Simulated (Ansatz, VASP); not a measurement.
**Two plane-wave programs on Ge**

```
Ge
1.0
     0.00000    2.91725    2.58380
     2.91725    0.00000    2.58380
     2.91725    2.91725    0.00000
Ge
2
Direct
  0.50000 0.50000 0.50000
  0.75000 0.75000 0.75000
```

Alike in both runs: task single point; functional PBE; k mesh 14 × 14 × 14; occupations gaussian, width 0.15 eV; no spin polarisation.

```csv
,VASP,Ansatz
version,VASP 6.6.1,Ansatz 0.2.0
potentials or method,"VASP PAW PBE potentials, release 64 (Ge_d), cutoff 520 eV","scalar-relativistic, plane waves, PAW"
valence electrons in the cell,28,28
```

|  | VASP | Ansatz | Ansatz less VASP |
| --- | --- | --- | --- |
| gap on the k mesh at the Fermi level (eV) | none | none | - |
| pressure (GPa) | 5.6 | 5.7 | +0.08 |
| traceless stress, the component that is largest in VASP (GPa) | 4.14 | 4.12 | -0.019 |

A gap of «none» marks a metal or a gap that the smearing closes. The functional is the same, so the differences come from potentials, cutoffs and numerics.
